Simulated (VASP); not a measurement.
Write the native input for VASP 6.6.1 that does the following.

* Task: single point
* Functional: PBE
* Potentials or basis: VASP PAW PBE potentials, release 64 (Ir)
* Cutoff: 520 eV
* k mesh: 22 × 22 × 22
* Occupations: gaussian, width 0.15 eV
* Spin: no spin polarisation
* Dipole correction: no
* Further INCAR settings: ALGO = Normal; EDIFF = 1e-06; NBANDS = 10

The structure of Ir lies in POSCAR:

```
Ir
1.0
    0.0000000000      1.7877113170      2.0862591070
    1.7877113170      0.0000000000      2.0862591070
    1.7877113170      1.7877113170      0.0000000000
Ir
1
Direct
    0.0000000000      0.0000000000      0.0000000000
```

The input as run:

INCAR

```
SYSTEM = Ir
  PREC = Accurate
  ENCUT = 520
  EDIFF = 1E-6
  ISMEAR = 0
  SIGMA = 0.15
  LREAL = .FALSE.
  LASPH = .TRUE.
  NELM = 80
  ALGO = Normal
  ISIF = 2
  LWAVE = .FALSE.
  LCHARG = .FALSE.
  GGA = PE
  NBANDS = 10
```

KPOINTS

```
regular mesh
0
G
  22 22 22
  0 0 0
```

Potentials or basis: VASP PAW PBE potentials, release 64 (Ir).

Command:

```sh
$ cat potpaw_PBE.64/Ir/POTCAR > POTCAR
$ mpirun -np 1 vasp_std > vasp.out
```

It gave:

- Pressure: 44.1 GPa
- Band gap on the k mesh: zero (an odd number of electrons rules out a gap without spin polarisation)

Caveat: the stress differs along the axes, from -1 to 67 GPa; spin-orbit coupling is left out, which moves the levels of the heavy elements.

Run time: 31 s on 1 thread of Intel(R) Xeon(R) 6975P-C (Granite Rapids), with other jobs on the host, peak memory 0.23 GiB.
